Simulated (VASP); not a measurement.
Set up this calculation in VASP 6.6.1, as the native input.

```yaml
Task: single point
Functional: PBEsol
Potentials_or_basis: VASP PAW PBE potentials, release 64 (W_sv, S)
Cutoff: 350 eV
k_mesh: 4 × 4 × 2
Occupations: gaussian, width 0.03 eV
Spin: collinear spin
Starting_moments: "[0.0, 0.0, 0.0, 0.0, 1.0, 1.0, 1.0, 0.0, 0.0, 0.0, 0.0, 0.0, 0.0, 0.0, 0.0, 0.0, 0.0, 0.0, 0.0, 0.0, 0.0, 0.0, 0.0] μB"
Fixed_moment: 3 μB
Dq: -1
Further_INCAR_settings: LREAL = Auto; ALGO = Normal; EDIFF = 1e-05; NBANDS = 122; ISYM = 0; NELECT = 203.0
```

The structure of W8S15 (a cell with a defect) lies in POSCAR:

```
W8S15                                   
1.0
    6.3064000000      0.0000000000      0.0000000000
   -3.1532000000      5.4615026064      0.0000000000
    0.0000000000      0.0000000000     12.3230000000
  W               S             
     8    15
Direct
     0.1658915479404185    0.3329142294068497    0.2501673716656141
     0.1632905188394831    0.8314537808029491    0.2505477360184241
     0.6667537404982316    0.3351897470361300    0.2506463408431440
     0.6671305531384129    0.8318245467260758    0.2506274989989548
     0.3329190373170652    0.1657553484555188    0.7515429065886876
     0.3331869797724594    0.6687572997296664    0.7515870576458396
     0.8307327623396757    0.1656347363152204    0.7516125761164321
     0.8323082977764743    0.6668559660993343    0.7508434462889227
     0.1657632981175212    0.8334911565075918    0.6234490506398375
     0.6654770392340266    0.3330407900764021    0.6236363250656728
     0.6655692786176666    0.8335389009968778    0.6234891175400554
     0.3328063623407955    0.1657043596978165    0.1235221425384370
     0.3330621029448252    0.6669965122627124    0.1234960091803891
     0.8316365550537976    0.1660212301000560    0.1236134399841247
     0.8322245107962026    0.6661223923953459    0.1230343577819980
     0.1657361202885041    0.3336228310378676    0.8743823034863669
     0.1666171298373816    0.8340361910979474    0.8780009633686688
     0.6649706439498787    0.3322393452921747    0.8778320031836909
     0.6652114448867131    0.8340545391034857    0.8779794329307964
     0.3323180223767516    0.1656405052871318    0.3773523708337730
     0.3327252218446770    0.6666132481314357    0.3773691364172266
     0.8322111121052309    0.1662454178040865    0.3774643102890941
     0.8325247199837940    0.6662299256373163    0.3785491025938527
```

These files were run (other wordings do the same):

INCAR

```
PREC = Accurate ; ENCUT = 350
EDIFF = 1E-5 ; ISMEAR = 0
SIGMA = 0.03 ; LREAL = Auto
LASPH = True ; NELM = 120
ALGO = Normal ; ISIF = 2
LWAVE = False ; LCHARG = False
ISPIN = 2 ; MAGMOM = 0 0 0 0 1 1 1 0 0 0 0 0 0 0 0 0 0 0 0 0 0 0 0
LORBIT = 11 ; NUPDOWN = 3
LMAXMIX = 4 ; GGA = PS
NBANDS = 122 ; NELECT = 203.0
ISYM = 0 ; KPAR = 4
```

KPOINTS

```
Automatic mesh
0
Gamma
  4 4 2
```

Potentials or basis: VASP PAW PBE potentials, release 64 (W_sv, S).

Launch:

```console
$ cat potpaw_PBE.64/W_sv/POTCAR potpaw_PBE.64/S/POTCAR > POTCAR
$ mpirun -np 4 vasp_std > vasp.out
```

It gave:

```yaml
Largest_force: 0.179 eV/Å
Net_moment: 3.00 μB per cell
Site_moments: W +0.06, +0.03, +0.55, -0.01 (each value once); S +0.03, +0.01, +0.02 (each value once) μB
Valence_electrons_inside_the_program's_atomic_spheres: W 12.10, 12.11, 12.06, 12.08 (each value once); S 3.71, 3.72 (each value once)
```

Caveat: the PAW data sets were made with another functional, which shifts forces and pressure a little; the total moment is fixed, so each spin has its own Fermi level.

Run time: 12 min on 4 MPI ranks on Intel(R) Xeon(R) Platinum 8259CL CPU @ 2.50GHz (Skylake/Cascade Lake), with other jobs on the host, peak memory 0.92 GiB a rank.
